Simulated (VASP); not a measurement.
# Pb in VASP: further runs

The runs below take Pb through single point, with r2SCAN, PBEsol.

Program: VASP 6.6.1. These are calculated values, not measurements. Logs are shortened: lines on timing, memory, paths and dates and some standing lists are left out, and cuts for length are marked.

## (1) The cell of the first run

It takes space group Fm-3m (No. 225, cubic). Conventional cell: a = 4.950 Å, b = 4.950 Å, c = 4.950 Å, α = 90.00°, β = 90.00°, γ = 90.00°. Pb (site symmetry m-3m) has 12 Pb at 3.50 Å within 4.6 Å.

## (2) Single point, r2SCAN

File POSCAR:

```
Pb
1.0
    0.0000000000      2.4750200000      2.4750200000
    2.4750200000      0.0000000000      2.4750200000
    2.4750200000      2.4750200000      0.0000000000
Pb
1
Direct
    0.0000000000      0.0000000000      0.0000000000
```

File INCAR.step1:

```
SYSTEM = Pb
  PREC = Accurate
  ENCUT = 520
  ISMEAR = 1
  SIGMA = 0.05
  LREAL = .FALSE.
  LASPH = .TRUE.
  NELM = 60
  NBANDS = 13
  GGA = PE
  ALGO = Normal
  EDIFF = 1E-4
  LWAVE = .TRUE.
  LCHARG = .FALSE.
```

File INCAR.step2:

```
SYSTEM = Pb
  PREC = Accurate
  ENCUT = 520
  EDIFF = 1E-6
  ISMEAR = 1
  SIGMA = 0.05
  LREAL = .FALSE.
  LASPH = .TRUE.
  NELM = 60
  ALGO = Normal
  ISIF = 2
  LWAVE = .FALSE.
  LCHARG = .FALSE.
  METAGGA = R2SCAN
  LMIXTAU = .TRUE.
  NBANDS = 13
  ISTART = 1
```

File KPOINTS:

```
Automatic mesh
0
G
  8 8 8
  0 0 0
```

Potentials or basis: VASP PAW PBE potentials, release 64 (Pb_d).

Started as:

```sh
cat potpaw_PBE.64/Pb_d/POTCAR > POTCAR
cp INCAR.step1 INCAR
mpirun -np 1 vasp_std > vasp.out
cp INCAR.step2 INCAR
mpirun -np 1 vasp_std > vasp.out
```

OUTCAR:

```text
SYSTEM = Pb
   PREC = Accurate
   ENCUT = 520
   EDIFF = 1E-6
   ISMEAR = 1
   LREAL = .FALSE.
   LASPH = .TRUE.
   NELM = 60
   ISIF = 2
   METAGGA = R2SCAN
   ISTART = 1

 ion  position               nearest neighbor table
   1  0.000  0.000  0.000-

  LATTYP: Found a face centered cubic cell.
 ALAT       =     4.9500400000

  Lattice vectors:

 A1 = (   0.0000000000,   2.4750200000,   2.4750200000)
 A2 = (   2.4750200000,   0.0000000000,   2.4750200000)
 A3 = (   2.4750200000,   2.4750200000,   0.0000000000)

Analysis of symmetry for initial positions (statically):
[... 5 lines left out ...]
 face centered cubic supercell.

 Subroutine GETGRP returns: Found 48 space group operations
 (whereof 48 operations were pure point group operations)
 out of a pool of 48 trial point group operations.

The static configuration has the point symmetry O_h .

Analysis of symmetry for dynamics (positions and initial velocities):
[... 5 lines left out ...]
 face centered cubic supercell.

 Subroutine GETGRP returns: Found 48 space group operations
 (whereof 48 operations were pure point group operations)
 out of a pool of 48 trial point group operations.

The dynamic configuration has the point symmetry O_h .

 Subroutine INISYM returns: Found 48 space group operations
 (whereof 48 operations are pure point group operations),
 and found     1 'primitive' translations

----------------------------------------------------------------------------------------

                                     Primitive cell

  volume of cell :      30.3226

  direct lattice vectors                    reciprocal lattice vectors
     0.000000000  2.475020000  2.475020000    -0.202018570  0.202018570  0.202018570
     2.475020000  0.000000000  2.475020000     0.202018570 -0.202018570  0.202018570
     2.475020000  2.475020000  0.000000000     0.202018570  0.202018570 -0.202018570

  length of vectors
     3.500206851  3.500206851  3.500206851     0.349906427  0.349906427  0.349906427

  position of ions in fractional coordinates (direct lattice)
     0.000000000  0.000000000  0.000000000

  ion indices of the primitive-cell ions
   primitive index   ion index
                 1           1

----------------------------------------------------------------------------------------

 KPOINTS: Automatic mesh

Automatic generation of k-mesh.
 Grid dimensions read from file:
 generate k-points for:    8    8    8

 Generating k-lattice:

  Cartesian coordinates                     Fractional coordinates (reciprocal lattice)
    -0.025252321  0.025252321  0.025252321     0.125000000  0.000000000  0.000000000
     0.025252321 -0.025252321  0.025252321     0.000000000  0.125000000  0.000000000
     0.025252321  0.025252321 -0.025252321     0.000000000  0.000000000  0.125000000

  Length of vectors
     0.043738303  0.043738303  0.043738303

  Shift w.r.t. Gamma in fractional coordinates (k-lattice)
     0.000000000  0.000000000  0.000000000

 Subroutine IBZKPT returns following result:
 ===========================================

 Found     29 irreducible k-points:

 Following reciprocal coordinates:
            Coordinates               Weight
  0.000000  0.000000  0.000000      1.000000
  0.125000  0.000000  0.000000      8.000000
  0.250000  0.000000  0.000000      8.000000
  0.375000  0.000000  0.000000      8.000000
  0.500000  0.000000  0.000000      4.000000
  0.125000  0.125000  0.000000      6.000000
[... 16 lines left out ...]
  0.500000  0.250000  0.125000     48.000000
 -0.375000  0.250000  0.125000     24.000000
 [... further k-points ...]
   k-points           NKPTS =     29   k-points in BZ     NKDIM =     29   number of bands    NBANDS=     13
   number of dos      NEDOS =    301   number of ions     NIONS =      1
   total plane-waves  NPLWV =  21952
   dimension x,y,z NGX =    28 NGY =   28 NGZ =   28
   dimension x,y,z NGXF=    56 NGYF=   56 NGZF=   56
   ions per type =               1
   NGX,Y,Z   is equivalent  to a cutoff of  13.30, 13.30, 13.30 a.u.
   NGXF,Y,Z  is equivalent  to a cutoff of  26.60, 26.60, 26.60 a.u.
 SYSTEM =  Pb
   PREC   = accura    normal or accurate (medium, high low for compatibility)
   ISTART =      1    job   : 0-new  1-cont  2-samecut
   ICHARG =      0    charge: 1-file 2-atom 10-const
   ISPIN  =      1    spin polarized calculation?
   LNONCOLLINEAR =      F non collinear calculations
   LSORBIT =      F    spin-orbit coupling
   LASPH  =      T    aspherical Exc in radial PAW
   ENCUT  =  520.0 eV  38.22 Ry    6.18 a.u.   6.51  6.51  6.51*2*pi/ulx,y,z
   NELM   =     60;   NELMIN=  2; NELMDL=  0     # of ELM steps
   EDIFF  = 0.1E-05   stopping-criterion for ELM
   LREAL  =      F    real-space projection
   EDIFFG = 0.1E-04   stopping-criterion for IOM
   NSW    =      0    number of steps for IOM
   IBRION =     -1    ionic relax: 0-MD 1-quasi-New 2-CG
   NFREE  =      0    steps in history (QN), initial steepest desc. (CG)
   ISIF   =      2    stress and relaxation
   ISYM   =      2    0-nonsym 1-usesym 2-fastsym
   POTIM  = 0.5000    time-step for ionic-motion
   TEBEG  =    0.0;   TEEND  =   0.0 temperature during run
   PSTRESS=    0.0 pullay stress
   NELECT =      14.0000    total number of electrons
   NUPDOWN=      -1.0000    fix difference up-down
   EMIN   =  10.00;   EMAX   =-10.00  energy-range for DOS
   EFERMI =   0.00;   METHOD = LEGACY
   ISMEAR =     1;   SIGMA  =   0.05  broadening in eV -4-tet -1-fermi 0-gaus
   EFERMI_NEDOS =   21; number of points for ismear=-14 and -15
   IALGO  =     38    algorithm
   IMIX   =      4    mixing-type and parameters
     AMIX     =   0.40;   BMIX     =  1.00
     AMIX_MAG =   1.60;   BMIX_MAG =  1.00
  volume/ion in A,a.u.               =      30.32       204.63
  Fermi-wavevector in a.u.,A,eV,Ry     =   1.265306  2.391081 21.782907  1.600999
  Thomas-Fermi vector in A             =   2.398566
   LORBIT       =      0    0 simple, 1 ext, 2 COOP (PROOUT), +10 PAW based schemes
   METAGGA = R2SCAN    functional components
   LHFCALC =     F    Hartree Fock is set to
   AEXX    =    0.0000 exact exchange contribution
   IVDW    =     0    specifies the selected vdW correction
   LEPSILON=     F    determine dielectric tensor
   LRPA    =     F    only Hartree local field effects (RPA)
 non-spin polarized calculation
 Methfessel and Paxton  Order N= 1 SIGMA  =   0.05
  energy-cutoff  :      520.00
  volume of cell :       30.32
 maximum number of plane-waves:       869
 NGX is ok and might be reduce to    28
   NGX = 13   NGY = 13   NGZ = 13

 number of electron      13.9999999 magnetization

 Free energy of the ion-electron system (eV)
  ---------------------------------------------------
  ext. energy  EPLUGINS =         0.00000000
  ---------------------------------------------------
  free energy    TOTEN  =       -56.29143668 eV

  energy without entropy =      -56.29144690  energy(sigma->0) =      -56.29144009

 E-fermi :   7.1169     XC(G=0): -10.9215

 val. band max:        7.0824956314   @ k =   0.3750   0.2500   0.0000
 cond. band min:       7.3457282070   @ k =  -0.3750   0.2500   0.0000
 fundamental gap:      0.2632325756
 Fermi energy:         7.1168949710

 k-point     1 :       0.0000    0.0000    0.0000
  band No.  band energies     occupation
      1     -10.4928      2.00000
      2     -10.4928      2.00000
      3     -10.4928      2.00000
      4     -10.3450      2.00000
      5     -10.3450      2.00000
      6      -5.0701      2.00000
      7      14.9598      0.00000
      8      14.9598      0.00000
      9      14.9598      0.00000
     10      17.6388      0.00000
     11      19.5251      0.00000
     12      20.3349      0.00000
     13      20.3349      0.00000

 k-point     2 :       0.1250    0.0000    0.0000
  band No.  band energies     occupation
      1     -10.4940      2.00000
      2     -10.4716      2.00000
      3     -10.4716      2.00000
      4     -10.3442      2.00000
      5     -10.3442      2.00000
      6      -4.7538      2.00000
      7      12.0932      0.00000
      8      14.5929      0.00000
      9      14.5929      0.00000
     10      17.1524      0.00000
     11      20.6101      0.00000
     12      20.9757      0.00000
     13      20.9757      0.00000

 k-point     3 :       0.2500    0.0000    0.0000
  band No.  band energies     occupation
      1     -10.5026      2.00000
      2     -10.4552      2.00000
      3     -10.4552      2.00000
      4     -10.3064      2.00000
      5     -10.3064      2.00000
      6      -3.8098      2.00000
      7       8.0575     -0.00000
      8      13.8674      0.00000
      9      13.8674      0.00000
     10      16.8140      0.00000
     11      19.5010      0.00000
     12      20.2507      0.00000
     13      20.2507      0.00000

 k-point     4 :       0.3750    0.0000    0.0000
  band No.  band energies     occupation
      1     -10.5181      2.00000
      2     -10.4716      2.00000
      3     -10.4716      2.00000
      4     -10.2339      2.00000
      5     -10.2339      2.00000
      6      -2.3449      2.00000
      7       4.6124      2.00000
      8      13.2596      0.00000
      9      13.2596      0.00000
     10      16.8243      0.00000
     11      18.1059      0.00000
     12      19.3370      0.00000
     13      19.3370      0.00000

 k-point     5 :       0.5000    0.0000    0.0000
  band No.  band energies     occupation
      1     -10.5263      2.00000
      2     -10.4817      2.00000
      3     -10.4817      2.00000
      4     -10.2000      2.00000
      5     -10.2000      2.00000
      6      -1.2521      2.00000
      7       2.8473      2.00000
      8      13.0280      0.00000
      9      13.0280      0.00000
     10      17.1860      0.00000
     11      17.2822      0.00000
     12      19.0304      0.00000
     13      19.0304      0.00000
[... 257 lines left out ...]
 k-point    22 :       0.3750    0.2500    0.1250
  band No.  band energies     occupation
      1     -10.5332      2.00000
      2     -10.4462      2.00000
      3     -10.3810      2.00000
      4     -10.3379      2.00000
      5     -10.2528      2.00000
      6      -2.9901      2.00000
      7       7.9393     -0.00000
      8       9.7634      0.00000
      9      12.4986      0.00000
     10      16.9382      0.00000
     11      17.4090      0.00000
     12      20.6669      0.00000
     13      23.3011      0.00000

 k-point    23 :       0.5000    0.2500    0.1250
  band No.  band energies     occupation
      1     -10.5072      2.00000
      2     -10.4690      2.00000
      3     -10.3793      2.00000
      4     -10.2945      2.00000
      5     -10.2252      2.00000
      6      -1.6042      2.00000
      7       5.3264      2.00000
      8       8.8014      0.00000
      9      11.2581      0.00000
     10      16.6801      0.00000
     11      18.9998      0.00000
     12      20.4650      0.00000
     13      23.3507      0.00000

 k-point    24 :      -0.3750    0.2500    0.1250
  band No.  band energies     occupation
      1     -10.4964      2.00000
      2     -10.4770      2.00000
      3     -10.3634      2.00000
      4     -10.3001      2.00000
      5     -10.2075      2.00000
      6      -0.6359      2.00000
      7       3.8057      2.00000
      8       8.6880      0.00000
      9      10.6854      0.00000
     10      16.5727      0.00000
     11      18.8168      0.00000
     12      23.2928      0.00000
     13      23.7109      0.00000

 [... further k-points ...]
[... 5 lines left out ...]
  --------------------------------------------------------------------------------------
  -------------------------------------------------------------------------------------
  Total        0.2841806      0.2841806      0.2841806      0.0000000      0.0000000     -0.0000000
  in kB       15.0154679     15.0154679     15.0154679      0.0000000      0.0000000     -0.0000000
  external PRESSURE =      15.0154679 kB  Pullay stress =       0.0000000 kB

 VOLUME and BASIS-vectors are now :
 -----------------------------------------------------------------------------
  energy-cutoff  :      520.00
  volume of cell :       30.32
      direct lattice vectors                 reciprocal lattice vectors
     0.000000000  2.475020000  2.475020000    -0.202018570  0.202018570  0.202018570
     2.475020000  0.000000000  2.475020000     0.202018570 -0.202018570  0.202018570
     2.475020000  2.475020000  0.000000000     0.202018570  0.202018570 -0.202018570

 POSITION                                       TOTAL-FORCE (eV/Angst)
 -----------------------------------------------------------------------------------
      0.00000      0.00000      0.00000         0.000000      0.000000      0.000000
 -----------------------------------------------------------------------------------
    total drift:                               -0.000000     -0.000000     -0.000000

  FREE ENERGIE OF THE ION-ELECTRON SYSTEM (eV)
  ---------------------------------------------------
  free  energy   TOTEN  =       -56.2914366803 eV

  energy  without entropy=      -56.2914469028  energy(sigma->0) =      -56.29144009
```

It took 29 s on 1 thread of Intel Xeon Platinum 8488C (Sapphire Rapids), shared host; peak memory 0.16 GiB.

Results:

| Quantity | Value |
| --- | --- |
| Free energy | -56.2914 eV |
| Pressure | 1.5 GPa |
| Band gap on the k mesh | zero (band 7 reaches 14.96 eV, above the bottom of band 8 at 5.76 eV) |

Caveat: the PAW data sets were made with another functional, which shifts forces and pressure a little; spin-orbit coupling is left out, which moves the levels of the heavy elements.

(Continued in part 2 of 2.)
